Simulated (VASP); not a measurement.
# W (R-3m) in VASP: a series of runs, part 2 of 2

VASP 6.6.1. Earlier steps stand in the parts before.

### 4 Single point, LDA (16.04 Å³/atom)

This run uses another cell than the first one, of 16.04 Å³/atom.

INCAR

```
SYSTEM = W
  PREC = Accurate
  ENCUT = 520
  EDIFF = 1E-7
  ISMEAR = 0
  SIGMA = 0.15
  LREAL = .False.
  LASPH = .True.
  NELM = 100
  ALGO = Fast
  ISIF = 2
  LWAVE = .False.
  LCHARG = .False.
  NBANDS = 13
```

KPOINTS

```
Automatic mesh
0
Gamma
  22 22 22
  0 0 0
```

POSCAR

```
W
1.0
   -2.0113184498      1.6154015198      1.6154015198
    1.6154015198     -2.0113184498      1.6154015198
    1.6154015198      1.6154015198     -2.0113184498
W
1
Direct
    0.0000000000      0.0000000000      0.0000000000
```

Potentials or basis: VASP PAW LDA potentials, release 64 (W_sv).

Launch:

```bash
cat potpaw_LDA.64/W_sv/POTCAR > POTCAR
mpirun -np 1 vasp_std > vasp.out
```

OUTCAR:

```text
SYSTEM = W
   PREC = Accurate
   ENCUT = 520
   EDIFF = 1E-7
   ISMEAR = 0
   LREAL = .False.
   LASPH = .True.
   NELM = 100
   ISIF = 2

 ion  position               nearest neighbor table
   1  0.000  0.000  0.000-

  LATTYP: Found a trigonal (rhomboedric) cell.
 ALAT       =     3.0437552541
 COS(alpha) =    -0.4197392560

  Lattice vectors:

 A1 = (  -2.0113184498,   1.6154015198,   1.6154015198)
 A2 = (   1.6154015198,  -2.0113184498,   1.6154015198)
 A3 = (   1.6154015198,   1.6154015198,  -2.0113184498)

Analysis of symmetry for initial positions (statically):
=====================================================================
 Subroutine PRICEL returns:
 Original cell was already a primitive cell.

 Routine SETGRP: Setting up the symmetry group for a
 trigonal (rhombohedral) supercell.

 Subroutine GETGRP returns: Found 12 space group operations
 (whereof 12 operations were pure point group operations)
 out of a pool of 12 trial point group operations.

The static configuration has the point symmetry D_3d.

Analysis of symmetry for dynamics (positions and initial velocities):
=====================================================================
 Subroutine PRICEL returns:
 Original cell was already a primitive cell.

 Routine SETGRP: Setting up the symmetry group for a
 trigonal (rhombohedral) supercell.

 Subroutine GETGRP returns: Found 12 space group operations
 (whereof 12 operations were pure point group operations)
 out of a pool of 12 trial point group operations.

The dynamic configuration has the point symmetry D_3d.

 Subroutine INISYM returns: Found 12 space group operations
 (whereof 12 operations are pure point group operations),
 and found     1 'primitive' translations
[... 115 lines left out ...]
  Fermi-wavevector in a.u.,A,eV,Ry     =   1.564526  2.956525 33.303537  2.447741
  Thomas-Fermi vector in A             =   2.667137
   LORBIT       =      0    0 simple, 1 ext, 2 COOP (PROOUT), +10 PAW based schemes
   GGA     = CA    functional components
   LHFCALC =     F    Hartree Fock is set to
   AEXX    =    0.0000 exact exchange contribution
   IVDW    =     0    specifies the selected vdW correction
   LEPSILON=     F    determine dielectric tensor
   LRPA    =     F    only Hartree local field effects (RPA)
 non-spin polarized calculation
 RMM-DIIS sequential band-by-band and
 Gauss-broadening in eV      SIGMA  =   0.15
  energy-cutoff  :      520.00
  volume of cell :       16.04
 maximum number of plane-waves:       447
   NGX = 11   NGY = 11   NGZ = 11

 number of electron      14.0000002 magnetization

 Free energy of the ion-electron system (eV)
  ---------------------------------------------------
  ext. energy  EPLUGINS =         0.00000000
  ---------------------------------------------------
  free energy    TOTEN  =       -11.51103994 eV

  energy without entropy =      -11.50264427  energy(sigma->0) =      -11.50684210

 E-fermi :  11.3040     XC(G=0): -13.5690

 val. band max:       11.3023428320   @ k =  -0.2727  -0.4091   0.1818
 cond. band min:      11.3052686372   @ k =   0.4091   0.2273   0.0909
 fundamental gap:      0.0029258052
 Fermi energy:        11.3040473016

 k-point     1 :       0.0000    0.0000    0.0000
  band No.  band energies     occupation
      1     -63.1345      2.00000
      2     -27.1945      2.00000
      3     -27.1945      2.00000
      4     -24.1967      2.00000
      5       1.9690      2.00000
      6       5.2833      2.00000
      7       9.1113      2.00000
      8       9.1113      2.00000
      9      17.9244      0.00000
     10      17.9244      0.00000
     11      21.5737      0.00000
     12      27.9449      0.00000
     13      27.9449      0.00000
[... 354 lines left out ...]
  band No.  band energies     occupation
      1     -62.1588      2.00000
      2     -30.4631      2.00000
      3     -26.6211      2.00000
      4     -26.4172      2.00000
      5       4.9865      2.00000
      6       7.1208      2.00000
      7      11.2359      1.47927
      8      11.9443      0.00000
      9      14.4759      0.00000
     10      16.8281      0.00000
     11      22.7236      0.00000
     12      27.6809      0.00000
     13      28.5602      0.00000

 [... further k-points ...]

------------------------ aborting loop because EDIFF is reached ----------------------------------------

  FORCE on cell =-STRESS in cart. coord.  units (eV):
  Direction    XX          YY          ZZ          XY          YZ          ZX
  --------------------------------------------------------------------------------------
  -------------------------------------------------------------------------------------
  Total        5.0255792      5.0255792      5.0255792      8.1578207      8.1578207      8.1578207
  in kB      501.9868476    501.9868476    501.9868476    814.8550762    814.8550762    814.8550762
  external PRESSURE =     501.9868476 kB  Pullay stress =       0.0000000 kB

 VOLUME and BASIS-vectors are now :
 -----------------------------------------------------------------------------
  energy-cutoff  :      520.00
  volume of cell :       16.04
      direct lattice vectors                 reciprocal lattice vectors
    -2.011318450  1.615401520  1.615401520     0.089518693  0.365249935  0.365249935
     1.615401520 -2.011318450  1.615401520     0.365249935  0.089518693  0.365249935
     1.615401520  1.615401520 -2.011318450     0.365249935  0.365249935  0.089518693

 POSITION                                       TOTAL-FORCE (eV/Angst)
 -----------------------------------------------------------------------------------
      0.00000      0.00000      0.00000         0.000000     -0.000000     -0.000000
 -----------------------------------------------------------------------------------
    total drift:                                0.000000      0.000000     -0.000000

  FREE ENERGIE OF THE ION-ELECTRON SYSTEM (eV)
  ---------------------------------------------------
  free  energy   TOTEN  =       -11.5110399398 eV

  energy  without entropy=      -11.5026442672  energy(sigma->0) =      -11.50684210
```

OSZICAR:

```text
N       E                     dE             d eps       ncg     rms          rms(c)
DAV:   1     0.892498725803E+02    0.89250E+02   -0.74985E+03 26743   0.122E+03
DAV:   2    -0.102111199043E+02   -0.99461E+02   -0.95038E+02 29669   0.319E+02
DAV:   3    -0.119402959331E+02   -0.17292E+01   -0.17223E+01 30099   0.411E+01
DAV:   4    -0.119474648875E+02   -0.71690E-02   -0.71687E-02 29889   0.295E+00
DAV:   5    -0.119475279161E+02   -0.63029E-04   -0.63027E-04 30309   0.261E-01    0.285E+01
RMM:   6    -0.116195874774E+02    0.32794E+00   -0.17288E-01 29381   0.390E+00    0.144E+01
RMM:   7    -0.115123413391E+02    0.10725E+00   -0.18331E-01 30486   0.404E+00    0.615E-01
RMM:   8    -0.115109338742E+02    0.14075E-02   -0.13921E-02 31962   0.128E+00    0.208E-01
RMM:   9    -0.115110420414E+02   -0.10817E-03   -0.20818E-03 32388   0.516E-01    0.934E-02
RMM:  10    -0.115110310475E+02    0.10994E-04   -0.30565E-04 33431   0.206E-01    0.967E-03
RMM:  11    -0.115110387229E+02   -0.76753E-05   -0.84133E-05 33493   0.970E-02    0.504E-03
RMM:  12    -0.115110395435E+02   -0.82065E-06   -0.10211E-05 34103   0.352E-02    0.399E-03
RMM:  13    -0.115110399020E+02   -0.35851E-06   -0.35589E-06 28810   0.189E-02    0.764E-04
RMM:  14    -0.115110399398E+02   -0.37793E-07   -0.40167E-07 23828   0.637E-03
   1 F= -.11511040E+02 E0= -.11506842E+02  d E =-.839567E-02
```

Wall time 4.9 min (1 thread of Intel Xeon 8259CL, shared host); peak memory 0.3 GiB.

What came out:

| Item | Value |
| --- | --- |
| Free energy | -11.5110 eV |
| Pressure | 50.2 GPa |
| Band gap on the k mesh | zero (bands 7 and 8 overlap by 4.96 eV) |

Caveat: the cell stands under pressure; spin-orbit coupling is left out, which moves the levels of the heavy elements.

### 5 Single point, LDA (16.04 Å³/atom)

This run uses another cell than the first one, of 16.04 Å³/atom.

INCAR

```
PREC = Accurate
ENCUT = 520
EDIFF = 1E-7
ISMEAR = 0
SIGMA = 0.15
LREAL = F
LASPH = T
NELM = 80
ALGO = Fast
ISIF = 2
LWAVE = F
LCHARG = F
GGA = CA
NBANDS = 13
```

KPOINTS

```
Automatic mesh
0
Gamma
  22 22 22
```

POSCAR

```
W
1.0
   -1.1659565555      1.6178633144      1.6178633144
    1.6178633144     -1.1659565555      1.6178633144
    1.6178633144      1.6178633144     -1.1659565555
W
1
Direct
    0.0000000000      0.0000000000      0.0000000000
```

Launch:

```bash
cat potpaw_LDA.64/W_sv/POTCAR > POTCAR
mpirun -np 1 vasp_std > vasp.out
```

Wall time 4.4 min (1 thread of Intel Xeon 8259CL, shared host); peak memory 0.29 GiB.

The run converged. Its results:

| Quantity | Value |
| --- | --- |
| Free energy | -13.1640 eV |
| Pressure | 11.7 GPa |
| Band gap on the k mesh | zero (bands 7 and 8 overlap by 3.15 eV) |

Stress tensor (GPa, compression positive):
```
 11.75 -16.99 -16.99
-16.99  11.75 -16.99
-16.99 -16.99  11.75
```

Levels at points of the mesh, in eV from the Fermi level:
| k point | band 3 | band 4 | band 5 | band 6 | band 7 | band 8 | band 9 | band 10 | band 11 | band 12 |
| --- | --- | --- | --- | --- | --- | --- | --- | --- | --- | --- |
| (0.00, 0.00, 0.00) | -37.35 | -37.35 | -9.42 | -4.34 | -4.34 | 3.17 | 4.32 | 4.32 | 13.84 | 13.84 |
| (0.50, 0.00, 0.00) | -37.53 | -37.25 | -6.00 | -4.08 | -0.55 | 1.78 | 2.32 | 4.59 | 10.80 | 13.93 |
| (0.50, 0.50, 0.00) | -38.69 | -37.28 | -6.49 | -3.80 | 1.57 | 2.31 | 3.23 | 7.91 | 8.03 | 14.15 |
| (0.50, 0.50, 0.50) | -38.85 | -38.40 | -5.64 | -5.64 | -1.65 | 6.87 | 7.91 | 7.91 | 10.73 | 10.73 |

Caveat: the cell stands under pressure; spin-orbit coupling is left out, which moves the levels of the heavy elements.

### 6 Overview

```tsv
cell	further INCAR settings	gap on the mesh (eV)	pressure (GPa)
a = 2.494 Å, angles 93.6°, 1 atom	ALGO = Fast; EDIFF = 1e-07; NBANDS = 13	none	38.6
a = 2.528 Å, angles 86.0°, 1 atom	ALGO = Fast; EDIFF = 1e-06; NBANDS = 13	none	24.1
a = 3.044 Å, angles 114.8°, 1 atom	ALGO = Fast; EDIFF = 1e-07; NBANDS = 13	none	50.2
a = 2.568 Å, angles 100.1°, 1 atom	ALGO = Fast; EDIFF = 1e-07; NBANDS = 13	none	11.7
```

Alike in all rows: task single point; level LDA; potentials or basis VASP PAW LDA potentials, release 64 (W_sv); no spin polarisation; k mesh 22 × 22 × 22; cutoff (eV) 520; smearing gaussian 0.15 eV.

Caveats: the cell stands under pressure; spin-orbit coupling is left out, which moves the levels of the heavy elements.

Absolute energies hang on the potentials; compare differences alone.
